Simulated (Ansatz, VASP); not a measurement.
## One calculation of BN, two programs

```
CELL_PARAMETERS angstrom
2.55394 0.00000 0.00000
-1.27697 2.21178 0.00000
0.00000 0.00000 4.22685
ATOMIC_POSITIONS crystal
B 0.71753 0.43506 0.99972
B 0.33333 0.66667 0.49972
N 0.66667 0.33333 0.62528
N 0.33333 0.66667 0.12528
```

Alike in both runs: task single point; functional PBE; k mesh 12 × 12 × 6; occupations gaussian, width 0.05 eV; no spin polarisation.

|  | VASP | Ansatz |
| --- | --- | --- |
| version | VASP 6.6.1 | Ansatz 0.2.0 |
| potentials or method | VASP PAW PBE potentials, release 64 (B, N), cutoff 520 eV | scalar-relativistic, plane waves, PAW |
| valence electrons in the cell | 16 | 16 |

Ansatz gave:

* gap on the k mesh at the Fermi level (eV): 4.01
* least direct gap on the mesh (eV): 6.19
* pressure (GPa): 5.7
* traceless stress, the component that is largest in VASP (GPa): -4.24
* rms of the force components (eV/Å): 1.403

Q: Which values does VASP return?

A: gap on the k mesh at the Fermi level (eV): 3.99; least direct gap on the mesh (eV): 6.19; pressure (GPa): 5.9; traceless stress, the component that is largest in VASP (GPa): -4.28; rms of the force components (eV/Å): 1.407.

Atom by atom the forces differ by 0.005 eV/Å (rms over components).
